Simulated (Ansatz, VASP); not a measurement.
## Two plane-wave programs on As

```
As
1.0
     1.48403    0.85680    7.52790
    -1.48403    0.85680    7.52790
     0.00000   -1.71361    7.52790
As
3
Direct
  0.00000 0.00000 0.00000
  0.22006 0.22006 0.22006
  0.77994 0.77994 0.77994
```

Alike in both runs: functional PBE; k mesh 6 × 6 × 6; occupations gaussian, width 0.1 eV; no spin polarisation.

Ansatz relaxed the structure, and its values are those at the end. VASP's run is a single point on that final structure, the one shown.

|  | VASP | Ansatz |
| --- | --- | --- |
| version | VASP 6.6.1 | Ansatz 0.2.0 |
| potentials or method | VASP PAW PBE potentials, release 64 (As), cutoff 520 eV | scalar-relativistic, plane waves, PAW |
| valence electrons in the cell | 15 | 45 |

Ansatz gave:

```
gap on the k mesh at the Fermi level (eV) : none
pressure (GPa)                            : 0.0
rms of the force components (eV/Å)        : 0.003
```

What did VASP give for the same quantities?

gap on the k mesh at the Fermi level (eV): none; pressure (GPa): 0.0; rms of the force components (eV/Å): 0.004.

A gap of «none» marks a metal or a gap that the smearing closes. VASP's potentials hold 15 valence electrons a cell and Ansatz's 45, so a difference there can come from the potentials and not from the codes.

The k mesh is coarse, so the values compare programs but aren't converged.
